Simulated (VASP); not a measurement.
A run of VASP 6.6.1:

The input INCAR:

```
PREC = Accurate ; ENCUT = 520
EDIFF = 1E-6 ; ISMEAR = 1
SIGMA = 0.1 ; LREAL = False
LASPH = True ; NELM = 60
ALGO = Normal ; ISIF = 2
LWAVE = False ; LCHARG = False
NBANDS = 24
```

KPOINTS

```
regular mesh
0
Gamma
  4 4 4
```

Contents of POSCAR:

```
TaF3
1.0
    3.9012000000      0.0000000000      0.0000000000
    0.0000000000      3.9012000000      0.0000000000
    0.0000000000      0.0000000000      3.9012000000
Ta F
1 3
Direct
    0.0000000000      0.0000000000      0.0000000000
    0.5000000000      0.0000000000      0.0000000000
    0.0000000000      0.5000000000      0.0000000000
    0.0000000000      0.0000000000      0.5000000000
```

Potentials or basis: VASP PAW LDA potentials, release 64 (Ta_pv, F).

The run is started by

```console
$ cat potpaw_LDA.64/Ta_pv/POTCAR potpaw_LDA.64/F/POTCAR > POTCAR
$ mpirun -np 1 vasp_std > vasp.out
```

Hardware: 1 thread of Intel(R) Xeon(R) Platinum 8259CL CPU @ 2.50GHz (Skylake/Cascade Lake), on a shared host.

Task: Estimate the wall time of this run.

Result: Run time: 12 s on 1 thread of Intel(R) Xeon(R) Platinum 8259CL CPU @ 2.50GHz (Skylake/Cascade Lake) (shared host), peak memory 0.15 GiB. Counts: scf iterations 13, k points 10.
